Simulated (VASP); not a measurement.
Here is a VASP 6.6.1 calculation.

Contents of POSCAR:

```
AlCo
1.0
    2.8240555961      0.0000000000      0.0000000000
    0.0000000000      2.8240555961      0.0000000000
    0.0000000000      0.0000000000      2.8240555961
Al Co
1 1
Direct
    0.0000000000      0.0000000000      0.0000000000
    0.5000000000      0.5000000000      0.5000000000
```

File INCAR.step1:

```
SYSTEM = AlCo
ALGO = Normal
EDIFF = 1E-4
ENCUT = 520
GGA = PE
ISMEAR = 0
ISPIN = 2
LASPH = .TRUE.
LCHARG = .FALSE.
LMAXMIX = 4
LREAL = .FALSE.
LWAVE = .TRUE.
MAGMOM = 0 0.39
NBANDS = 17
NELM = 150
PREC = Accurate
SIGMA = 0.1
```

INCAR.step2

```
SYSTEM = AlCo
ALGO = Normal
EDIFF = 1E-7
ENCUT = 520
ISIF = 2
ISMEAR = 0
ISPIN = 2
ISTART = 1
LASPH = .TRUE.
LCHARG = .TRUE.
LELF = .TRUE.
LMAXMIX = 4
LMIXTAU = .TRUE.
LORBIT = 11
LREAL = .FALSE.
LVHAR = .TRUE.
LWAVE = .FALSE.
MAGMOM = 0 0.39
METAGGA = R2SCAN
NBANDS = 17
NELM = 150
PREC = Accurate
SIGMA = 0.1
```

File KPOINTS:

```
k-points
0
G
  14 14 14
  0 0 0
```

Potentials or basis: VASP PAW PBE potentials, release 64 (Al, Co).

Run with:

```bash
$ cat potpaw_PBE.64/Al/POTCAR potpaw_PBE.64/Co/POTCAR > POTCAR
$ cp INCAR.step1 INCAR
$ mpirun -np 1 vasp_std > vasp.out
$ cp INCAR.step2 INCAR
$ mpirun -np 1 vasp_std > vasp.out
```

**Question.** Estimate the pressure.

**Answer.** -0.5 GPa.

**Question.** Estimate the net moment.

**Answer.** 0.00 μB per cell.

**Question.** Predict the band gap on the k mesh.

**Answer.** Zero (filled and empty bands overlap).

Caveat: the PAW data sets were made with another functional, which shifts forces and pressure a little.
